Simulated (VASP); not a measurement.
Write the native input for VASP 6.6.1 that does the following.

- Task: single point
- Functional: PBEsol
- Potentials or basis: VASP PAW PBE potentials, release 64 (Al, O)
- Cutoff: 520 eV
- k mesh: 11 × 11 × 3
- Occupations: fermi-dirac, width 0.05 eV
- Spin: no spin polarisation
- Dipole correction: no
- Further INCAR settings: ALGO = Normal; EDIFF = 1e-06; NBANDS = 20

The structure of Al2O3 lies in POSCAR:

```
Al2O3
1.0
    2.9408947013      0.0000000000      0.0000000000
   -1.4704473507      2.5468895212      0.0000000000
    0.0000000000      0.0000000000      9.5198745672
Al O
2 3
Direct
    0.0000000000      0.0000000000      0.8500076700
    0.0000000000      0.0000000000      0.1499923300
    0.3333333333      0.6666666667      0.7776830800
    0.6666666667      0.3333333333      0.0000000000
    0.3333333333      0.6666666667      0.2223169200
```

One way to write it, as run:

INCAR

```
  PREC = Accurate
  ENCUT = 520
  EDIFF = 1E-6
  ISMEAR = -1
  SIGMA = 0.05
  LREAL = False
  LASPH = True
  NELM = 100
  ALGO = Normal
  ISIF = 2
  LWAVE = False
  LCHARG = True
  GGA = PS
  LELF = True
  LVHAR = True
  NBANDS = 20
```

KPOINTS

```
Automatic mesh
0
Gamma
  11 11 3
```

Potentials or basis: VASP PAW PBE potentials, release 64 (Al, O).

The run is started by

```sh
$ cat potpaw_PBE.64/Al/POTCAR potpaw_PBE.64/O/POTCAR > POTCAR
$ mpirun -np 1 vasp_std > vasp.out
```

It gave:

```yaml
Pressure: -9.9 GPa
Largest_force: 0.755 eV/Å
Band_gap_on_the_k_mesh: 4.25 eV (least direct gap 4.46 eV)
```

Caveat: the cell stands under tension; the PAW data sets were made with another functional, which shifts forces and pressure a little; an odd mesh through Γ misses points on the zone boundary, where band edges can lie.

It took 66 s on 1 thread of Intel Xeon 8259CL (shared host), peak memory 0.2 GiB.
